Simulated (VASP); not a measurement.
# PtS2 in VASP: a series of runs, part 2 of 2

VASP 6.6.1. Earlier steps stand in the parts before.

## 4. Single point, PBE+D3(BJ)

INCAR reads:

```
PREC = Accurate
ENCUT = 520
EDIFF = 1E-7
ISMEAR = 0
SIGMA = 0.05
LREAL = False
LASPH = True
NELM = 80
ALGO = Normal
ISIF = 2
LWAVE = False
LCHARG = True
LDIPOL = True
IDIPOL = 3
DIPOL = 0.5 0.5 0.396
GGA = PE
IVDW = 12
LELF = True
LVHAR = True
LVACPOTAV = True
NBANDS = 31
```

KPOINTS reads:

```
Automatic mesh
0
Gamma
  9 9 1
```

POSCAR reads:

```
PtS2
1.0
    3.5415277692      0.0000000000      0.0000000000
   -1.7707638846      3.0670530163      0.0000000000
    0.0000000000      0.0000000000     22.4670602589
S Pt
4 2
Direct
    0.6666666667      0.3333333333      0.2002932270
    0.3333333333      0.6666666667      0.3108341745
    1.0000000000      1.0000000000      0.4817510615
    0.6666666667      1.3333333333      0.5922920091
    0.0000000000      0.0000000000      0.2555637007
    0.3333333333      0.6666666667      0.5370215353
```

Potentials or basis: VASP PAW PBE potentials, release 64 (S, Pt).

Started as:

```
$ cat potpaw_PBE.64/S/POTCAR potpaw_PBE.64/Pt/POTCAR > POTCAR
$ mpirun -np 1 vasp_std > vasp.out
```

OUTCAR:

```text
PREC = Accurate
   ENCUT = 520
   EDIFF = 1E-7
   ISMEAR = 0
   LREAL = False
   LASPH = True
   NELM = 80
   ISIF = 2
   GGA = PE
   IVDW = 12
 IVDW          = 12

 ion  position               nearest neighbor table
   1  0.667  0.333  0.200-   5 2.39   5 2.39   5 2.39
   2  0.333  0.667  0.311-   5 2.39   5 2.39   5 2.39
   3  0.000  0.000  0.482-   6 2.39   6 2.39   6 2.39
   4  0.667  0.333  0.592-   6 2.39   6 2.39   6 2.39
   5  0.000  0.000  0.256-   1 2.39   1 2.39   1 2.39   2 2.39   2 2.39   2 2.39
   6  0.333  0.667  0.537-   4 2.39   3 2.39   4 2.39   3 2.39   3 2.39   4 2.39

  LATTYP: Found a hexagonal cell.
 ALAT       =     3.5415277692
 C/A-ratio  =     6.3438893390

  Lattice vectors:

 A1 = (   3.5415277692,   0.0000000000,   0.0000000000)
 A2 = (  -1.7707638846,   3.0670530163,   0.0000000000)
 A3 = (   0.0000000000,   0.0000000000,  22.4670602589)

Analysis of symmetry for initial positions (statically):
=====================================================================
 Subroutine PRICEL returns:
 Original cell was already a primitive cell.

 Routine SETGRP: Setting up the symmetry group for a
 hexagonal supercell.

 Subroutine GETGRP returns: Found 12 space group operations
 (whereof  6 operations were pure point group operations)
[... 176 lines left out ...]
      2     -14.8765      2.00000
      3     -12.7060      2.00000
      4     -12.6630      2.00000
      5      -6.3880      2.00000
      6      -6.3880      2.00000
[... 397 lines left out ...]
     30       8.0111      0.00000
     31       8.0111      0.00000

------------------------ aborting loop because EDIFF is reached ----------------------------------------

 Edisp (eV)   -1.83284

 E8    (eV) :    -0.7610

  FORCE on cell =-STRESS in cart. coord.  units (eV):
  Direction    XX          YY          ZZ          XY          YZ          ZX
  --------------------------------------------------------------------------------------
  -------------------------------------------------------------------------------------
  Total      -0.51212    -0.51212    -0.87482     0.00000     0.00000     0.00000
  in kB      -3.36221    -3.36221    -5.74341     0.00000     0.00000     0.00000
  external pressure =       -4.16 kB  Pullay stress =        0.00 kB

 VOLUME and BASIS-vectors are now :
 -----------------------------------------------------------------------------
  energy-cutoff  :      520.00
  volume of cell :      244.04
      direct lattice vectors                 reciprocal lattice vectors
     3.541527769  0.000000000  0.000000000     0.282364015  0.163022940  0.000000000
    -1.770763885  3.067053016  0.000000000     0.000000000  0.326045880  0.000000000
     0.000000000  0.000000000 22.467060259     0.000000000  0.000000000  0.044509606

 POSITION                                       TOTAL-FORCE (eV/Angst)
 -----------------------------------------------------------------------------------
      1.77076      1.02235      4.50000        -0.000000      0.000000      0.043700
     -0.00000      2.04470      6.98353         0.000000      0.000000      0.025809
      0.00000      0.00000     10.82353         0.000000      0.000000     -0.025809
      1.77076      1.02235     13.30706         0.000000     -0.000000     -0.043700
      0.00000      0.00000      5.74177         0.000000     -0.000000      0.050257
     -0.00000      2.04470     12.06530        -0.000000      0.000000     -0.050257
 -----------------------------------------------------------------------------------
    total drift:                                0.000000     -0.000000     -0.000044

  FREE ENERGIE OF THE ION-ELECTRON SYSTEM (eV)
  ---------------------------------------------------
  free  energy   TOTEN  =       -32.7443942872 eV

  energy  without entropy=      -32.7443942872  energy(sigma->0) =      -32.74439429

 vacuum level on the upper side and lower side of the slab         5.483         5.483
```

OSZICAR:

```text
N       E                     dE             d eps       ncg     rms          rms(c)
DAV:   1     0.304507778616E+03    0.30451E+03   -0.18013E+04   744   0.117E+03
DAV:   2    -0.578281329188E+01   -0.31029E+03   -0.29501E+03   997   0.225E+02
DAV:   3    -0.329244122813E+02   -0.27142E+02   -0.26701E+02   900   0.717E+01
[... 14 lines left out ...]
DAV:  18    -0.309115573636E+02    0.93156E-06   -0.19790E-06   992   0.640E-03    0.293E-02
DAV:  19    -0.309115571609E+02    0.20273E-06   -0.20757E-06   902   0.607E-03    0.856E-03
DAV:  20    -0.309115576358E+02   -0.47491E-06   -0.15373E-06   912   0.492E-03    0.647E-03
DAV:  21    -0.309115575246E+02    0.11117E-06   -0.83173E-08   589   0.141E-03    0.250E-03
DAV:  22    -0.309115575729E+02   -0.48314E-07   -0.52463E-08   568   0.104E-03
   1 F= -.32744394E+02 E0= -.32744394E+02  d E =-.141894E-12
```

stdout:

```text
POSCAR found type information on POSCAR S Pt
 POSCAR found :  2 types and       6 ions
 scaLAPACK will be used
 LDA part: xc-table for (Slater+PW92), standard interpolation
 POSCAR, INCAR and KPOINTS ok, starting setup
 FFT: planning ... GRIDC
 FFT: planning ... GRID_SOFT
 FFT: planning ... GRID
 WAVECAR not read
 entering main loop
 -----------------------------------------------------------------------------
|                                                                             |
|           W    W    AA    RRRRR   N    N  II  N    N   GGGG   !!!           |
|           W    W   A  A   R    R  NN   N  II  NN   N  G    G  !!!           |
|           W    W  A    A  R    R  N N  N  II  N N  N  G       !!!           |
|           W WW W  AAAAAA  RRRRR   N  N N  II  N  N N  G  GGG   !            |
|           WW  WW  A    A  R   R   N   NN  II  N   NN  G    G                |
|           W    W  A    A  R    R  N    N  II  N    N   GGGG   !!!           |
|                                                                             |
|     Did not find any points to average over, which means that no vacuum     |
|     field-free region was found. Please increase the size of  your cell     |
|     in the dimension of the dipole correction to obtain accurate            |
|     workfunction values.                                                    |
|                                                                             |
 -----------------------------------------------------------------------------
```

Wall time 96 s (1 thread of AMD EPYC 9R45 (Zen 5), shared host); peak memory 0.36 GiB.

Results:

```
Free energy                : -32.7444 eV
Largest force              : 0.050 eV/Å
Band gap on the k mesh     : 1.62 eV, indirect (least direct gap 1.71 eV)
Dispersion energy per atom : -0.305 eV
```

Forces on the atoms (eV/Å):
```
S    0.000  0.000  0.044
S    0.000  0.000  0.026
S    0.000  0.000 -0.026
S    0.000  0.000 -0.044
Pt   0.000  0.000  0.050
Pt   0.000  0.000 -0.050
```

Levels at points of the mesh, in eV from the valence-band top:
```
           k point  band 18  band 19  band 20  band 21  band 22  band 23  band 24  band 25  band 26  band 27
(0.00, 0.00, 0.00)    -0.53    -0.35    -0.35    -0.34    -0.34     3.12     3.12     3.14     3.14     5.33
```

Caveat: spin-orbit coupling is left out, which moves the levels of the heavy elements.

## 5. Single point, PBE+D3(BJ)

INCAR reads:

```
ALGO = Normal ; DIPOL = 0.5 0.5 0.396
EDIFF = 1E-7 ; ENCUT = 520
GGA = PE ; IDIPOL = 3
ISIF = 2 ; ISMEAR = 0
IVDW = 12 ; LASPH = True
LCHARG = True ; LDIPOL = True
LELF = True ; LREAL = False
LVACPOTAV = True ; LVHAR = True
LWAVE = False ; NBANDS = 31
NELM = 60 ; PREC = Accurate
SIGMA = 0.05
```

KPOINTS reads:

```
k-points
0
Gamma
  9 9 1
```

POSCAR reads:

```
PtS2
1.0
    3.5415277692      0.0000000000      0.0000000000
   -1.7707638846      3.0670530163      0.0000000000
    0.0000000000      0.0000000000     22.4670602589
S Pt
4 2
Direct
    0.6666666667      0.3333333333      0.2002932270
    0.3333333333      0.6666666667      0.3108341745
    0.6666666667      1.3333333333      0.4817510615
    0.3333333333      1.6666666667      0.5922920091
    0.0000000000      0.0000000000      0.2555637007
    0.0000000000      1.0000000000      0.5370215353
```

Potentials or basis: VASP PAW PBE potentials, release 64 (S, Pt).

Started as:

```
$ cat potpaw_PBE.64/S/POTCAR potpaw_PBE.64/Pt/POTCAR > POTCAR
$ mpirun -np 1 vasp_std > vasp.out
```

OUTCAR:

```text
EDIFF = 1E-7
   ENCUT = 520
   GGA = PE
   ISIF = 2
   ISMEAR = 0
   IVDW = 12
   LASPH = True
   LREAL = False
   NELM = 60
   PREC = Accurate
 IVDW          = 12

 ion  position               nearest neighbor table
   1  0.667  0.333  0.200-   5 2.39   5 2.39   5 2.39
   2  0.333  0.667  0.311-   5 2.39   5 2.39   5 2.39
   3  0.667  0.333  0.482-   6 2.39   6 2.39   6 2.39
   4  0.333  0.667  0.592-   6 2.39   6 2.39   6 2.39
   5  0.000  0.000  0.256-   1 2.39   1 2.39   1 2.39   2 2.39   2 2.39   2 2.39
   6  0.000  0.000  0.537-   3 2.39   4 2.39   4 2.39   3 2.39   3 2.39   4 2.39

  LATTYP: Found a hexagonal cell.
 ALAT       =     3.5415277692
 C/A-ratio  =     6.3438893390

  Lattice vectors:

 A1 = (   3.5415277692,   0.0000000000,   0.0000000000)
 A2 = (  -1.7707638846,   3.0670530163,   0.0000000000)
 A3 = (   0.0000000000,   0.0000000000,  22.4670602589)

Analysis of symmetry for initial positions (statically):
=====================================================================
 Subroutine PRICEL returns:
 Original cell was already a primitive cell.

 Routine SETGRP: Setting up the symmetry group for a
 hexagonal supercell.

 Subroutine GETGRP returns: Found 12 space group operations
 (whereof  6 operations were pure point group operations)
 out of a pool of 24 trial point group operations.

The static configuration has the point symmetry C_3v.
 The point group associated with its full space group is D_3d.

Analysis of symmetry for dynamics (positions and initial velocities):
=====================================================================
 Subroutine PRICEL returns:
 Original cell was already a primitive cell.

 Routine SETGRP: Setting up the symmetry group for a
 hexagonal supercell.

 Subroutine GETGRP returns: Found 12 space group operations
 (whereof  6 operations were pure point group operations)
 out of a pool of 24 trial point group operations.

The dynamic configuration has the point symmetry C_3v.
 The point group associated with its full space group is D_3d.

 Subroutine INISYM returns: Found 12 space group operations
 (whereof  6 operations are pure point group operations),
 and found     1 'primitive' translations

----------------------------------------------------------------------------------------

                                     Primitive cell

  volume of cell :     244.0384

  direct lattice vectors                    reciprocal lattice vectors
     3.541527769  0.000000000  0.000000000     0.282364015  0.163022940  0.000000000
    -1.770763885  3.067053016  0.000000000     0.000000000  0.326045880  0.000000000
     0.000000000  0.000000000 22.467060259     0.000000000  0.000000000  0.044509606

  length of vectors
     3.541527769  3.541527769 22.467060259     0.326045880  0.326045880  0.044509606

  position of ions in fractional coordinates (direct lattice)
     0.666666667  0.333333333  0.200293227
     0.333333333  0.666666667  0.310834175
     0.666666667  0.333333333  0.481751061
     0.333333333  0.666666667  0.592292009
     0.000000000  0.000000000  0.255563701
     0.000000000  0.000000000  0.537021535

  ion indices of the primitive-cell ions
   primitive index   ion index
                 1           1
                 2           2
                 3           3
[... 43 lines left out ...]
  0.333333  0.333333  0.000000      2.000000
   k-points           NKPTS =     12   k-points in BZ     NKDIM =     12   number of bands    NBANDS=     31
   number of dos      NEDOS =    301   number of ions     NIONS =      6
   total plane-waves  NPLWV = 131712
   dimension x,y,z NGX =    28 NGY =   28 NGZ =  168
   dimension x,y,z NGXF=    56 NGYF=   56 NGZF=  336
   ions per type =               4   2
   NGX,Y,Z   is equivalent  to a cutoff of  13.14, 13.14, 12.43 a.u.
   NGXF,Y,Z  is equivalent  to a cutoff of  26.29, 26.29, 24.86 a.u.
 SYSTEM =  unknown system
   PREC   = accura    normal or accurate (medium, high low for compatibility)
   ISTART =      0    job   : 0-new  1-cont  2-samecut
   ICHARG =      2    charge: 1-file 2-atom 10-const
   ISPIN  =      1    spin polarized calculation?
   LNONCOLLINEAR =      F non collinear calculations
   LSORBIT =      F    spin-orbit coupling
   LASPH  =      T    aspherical Exc in radial PAW
   ENCUT  =  520.0 eV  38.22 Ry    6.18 a.u.   6.58  6.58 41.77*2*pi/ulx,y,z
   NELM   =     60;   NELMIN=  2; NELMDL= -5     # of ELM steps
   EDIFF  = 0.1E-06   stopping-criterion for ELM
   LREAL  =      F    real-space projection
   EDIFFG = 0.1E-05   stopping-criterion for IOM
   NSW    =      0    number of steps for IOM
   IBRION =     -1    ionic relax: 0-MD 1-quasi-New 2-CG
   NFREE  =      0    steps in history (QN), initial steepest desc. (CG)
   ISIF   =      2    stress and relaxation
   ISYM   =      2    0-nonsym 1-usesym 2-fastsym
   POTIM  = 0.5000    time-step for ionic-motion
   TEBEG  =    0.0;   TEEND  =   0.0 temperature during run
   PSTRESS=    0.0 pullay stress
   NELECT =      44.0000    total number of electrons
   NUPDOWN=      -1.0000    fix difference up-down
   EMIN   =  10.00;   EMAX   =-10.00  energy-range for DOS
   EFERMI =   0.00;   METHOD = LEGACY
   ISMEAR =     0;   SIGMA  =   0.05  broadening in eV -4-tet -1-fermi 0-gaus
   EFERMI_NEDOS =   21; number of points for ismear=-14 and -15
   IALGO  =     38    algorithm
   IMIX   =      4    mixing-type and parameters
     AMIX     =   0.40;   BMIX     =  1.00
     AMIX_MAG =   1.60;   BMIX_MAG =  1.00
  volume/ion in A,a.u.               =      40.67       274.48
  Fermi-wavevector in a.u.,A,eV,Ry     =   0.924854  1.747720 11.637800  0.855354
  Thomas-Fermi vector in A             =   2.050645
   LORBIT       =      0    0 simple, 1 ext, 2 COOP (PROOUT), +10 PAW based schemes
   GGA     = PE    functional components
   LHFCALC =     F    Hartree Fock is set to
   AEXX    =    0.0000 exact exchange contribution
   IVDW    =    12    specifies the selected vdW correction
   LEPSILON=     F    determine dielectric tensor
   LRPA    =     F    only Hartree local field effects (RPA)
 non-spin polarized calculation
 Gauss-broadening in eV      SIGMA  =   0.05
  energy-cutoff  :      520.00
  volume of cell :      244.04
 maximum number of plane-waves:      6671
 NGX is ok and might be reduce to    28
   NGX = 13   NGY = 13   NGZ = 83

 dipolmoment           0.000000      0.000000      0.000002 electrons x Angstroem

 number of electron      43.9999999 magnetization

 dipolmoment           0.000000      0.000000     -0.000001 electrons x Angstroem

 Free energy of the ion-electron system (eV)
  ---------------------------------------------------
  ext. energy  EPLUGINS =         0.00000000
  ---------------------------------------------------
  free energy    TOTEN  =       -30.91173413 eV

  energy without entropy =      -30.91173413  energy(sigma->0) =      -30.91173413

 E-fermi :  -0.4697     XC(G=0):  -5.4971

 val. band max:       -0.7345060570   @ k =   0.1111   0.1111   0.0000
 cond. band min:       0.8866633355   @ k =   0.2222  -0.0000   0.0000
 fundamental gap:      1.6211693926
 Fermi energy:        -0.4697384159

 k-point     1 :       0.0000    0.0000    0.0000
  band No.  band energies     occupation
      1     -14.8939      2.00000
      2     -14.8770      2.00000
      3     -12.7063      2.00000
      4     -12.6635      2.00000
      5      -6.3884      2.00000
      6      -6.3884      2.00000
[... 397 lines left out ...]
     30       7.8387      0.00000
     31       8.1886      0.00000

------------------------ aborting loop because EDIFF is reached ----------------------------------------

 Edisp (eV)   -1.83279

 E8    (eV) :    -0.7610

  FORCE on cell =-STRESS in cart. coord.  units (eV):
  Direction    XX          YY          ZZ          XY          YZ          ZX
  --------------------------------------------------------------------------------------
  -------------------------------------------------------------------------------------
  Total      -0.50284    -0.50284    -0.88958    -0.00000     0.00000     0.00000
  in kB      -3.30130    -3.30130    -5.84034    -0.00000     0.00000     0.00000
  external pressure =       -4.15 kB  Pullay stress =        0.00 kB

 VOLUME and BASIS-vectors are now :
 -----------------------------------------------------------------------------
  energy-cutoff  :      520.00
  volume of cell :      244.04
      direct lattice vectors                 reciprocal lattice vectors
     3.541527769  0.000000000  0.000000000     0.282364015  0.163022940  0.000000000
    -1.770763885  3.067053016  0.000000000     0.000000000  0.326045880  0.000000000
     0.000000000  0.000000000 22.467060259     0.000000000  0.000000000  0.044509606

 POSITION                                       TOTAL-FORCE (eV/Angst)
 -----------------------------------------------------------------------------------
      1.77076      1.02235      4.50000        -0.000000     -0.000000      0.041951
     -0.00000      2.04470      6.98353        -0.000000      0.000000      0.022854
      1.77076      1.02235     10.82353         0.000000     -0.000000     -0.022854
     -0.00000      2.04470     13.30706         0.000000      0.000000     -0.041951
      0.00000      0.00000      5.74177        -0.000000      0.000000      0.056262
      0.00000      0.00000     12.06530         0.000000      0.000000     -0.056262
 -----------------------------------------------------------------------------------
    total drift:                                0.000000     -0.000000     -0.000047

  FREE ENERGIE OF THE ION-ELECTRON SYSTEM (eV)
  ---------------------------------------------------
  free  energy   TOTEN  =       -32.7445224088 eV

  energy  without entropy=      -32.7445224088  energy(sigma->0) =      -32.74452241

 vacuum level on the upper side and lower side of the slab         5.483         5.483
```

Wall time 99 s (1 thread of AMD EPYC 9R45 (Zen 5), shared host); peak memory 0.36 GiB.

What came out:

| Item | Value |
| --- | --- |
| Free energy | -32.7445 eV |
| Largest force | 0.056 eV/Å |
| Band gap on the k mesh | 1.62 eV, indirect (least direct gap 1.71 eV) |
| Dispersion energy per atom | -0.305 eV |

Forces on the atoms (eV/Å):
```
S    0.000  0.000  0.042
S    0.000  0.000  0.023
S    0.000  0.000 -0.023
S    0.000  0.000 -0.042
Pt   0.000  0.000  0.056
Pt   0.000  0.000 -0.056
```

Caveat: spin-orbit coupling is left out, which moves the levels of the heavy elements.
